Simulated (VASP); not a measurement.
Input of a VASP 6.6.1 run:

The input INCAR:

```
PREC     = Accurate       # precision mode
ENCUT    = 520            # plane-wave cutoff, eV
EDIFF    = 1E-6           # SCF threshold, eV
ISMEAR   = -1             # smearing method
SIGMA    = 0.05           # smearing width, eV
LREAL    = F              # projectors in reciprocal space
LASPH    = T              # aspherical terms in the spheres
NELM     = 60             # most SCF steps
ALGO     = Normal         # electronic algorithm
ISIF     = 2              # what is computed and relaxed
LWAVE    = F              # write WAVECAR
LCHARG   = F              # write CHGCAR
GGA      = RE             # functional
IVDW     = 12             # dispersion correction
NBANDS   = 14             # bands
```

The input KPOINTS:

```
regular mesh
0
Gamma
  8 8 8
```

File POSCAR:

```
NaCl
1.0
    0.0000000000      2.7940632177      2.7940632177
    2.7940632177      0.0000000000      2.7940632177
    2.7940632177      2.7940632177      0.0000000000
Cl Na
1 1
Direct
    0.5000000000      0.5000000000      0.5000000000
    0.0000000000      0.0000000000      0.0000000000
```

Potentials or basis: VASP PAW PBE potentials, release 64 (Cl, Na_pv).

Command:

```sh
$ cat potpaw_PBE.64/Cl/POTCAR potpaw_PBE.64/Na_pv/POTCAR > POTCAR
$ mpirun -np 1 vasp_std > vasp.out
```

Q: What does it give for the band gap on the k mesh?

A: 5.49 eV.

Q: Estimate the pressure.

A: -0.1 GPa.

Q: Predict the dispersion energy per atom.

A: -0.420 eV.

Caveat: the PAW data sets were made with another functional, which shifts forces and pressure a little. A k mesh can miss the band edges.
